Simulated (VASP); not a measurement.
A run of VASP 6.6.1:

INCAR

```
SYSTEM = Al
  ALGO = Normal
  EDIFF = 1E-6
  ENCUT = 520
  GGA = PS
  ISIF = 2
  ISMEAR = 1
  LASPH = .True.
  LCHARG = .False.
  LREAL = .False.
  LWAVE = .False.
  NBANDS = 8
  NELM = 60
  PREC = Accurate
  SIGMA = 0.005
```

Contents of KPOINTS:

```
k-points
0
Gamma
  8 8 8
  0 0 0
```

The input POSCAR:

```
Al
1.0
    0.0478940000      1.9691420000      2.0268530000
    2.0432560000     -0.0083540000      2.0831010000
    2.0405820000      2.0227150000     -0.0056790000
Al
1
Direct
    0.0059780000     -0.0131190000      0.0211680000
```

Potentials or basis: VASP PAW PBE potentials, release 64 (Al).

The run is started by

```sh
$ cat potpaw_PBE.64/Al/POTCAR > POTCAR
$ mpirun -np 1 vasp_std > vasp.out
```

Hardware: 1 thread of Intel(R) Xeon(R) Platinum 8259CL CPU @ 2.50GHz (Skylake/Cascade Lake) (shared host).

Problem. How long does it take, and how much memory?

Solution. Run time: 19 s on 1 thread of Intel(R) Xeon(R) Platinum 8259CL CPU @ 2.50GHz (Skylake/Cascade Lake), on a shared host, peak memory 0.15 GiB. Counts: scf iterations 9, k points 260.
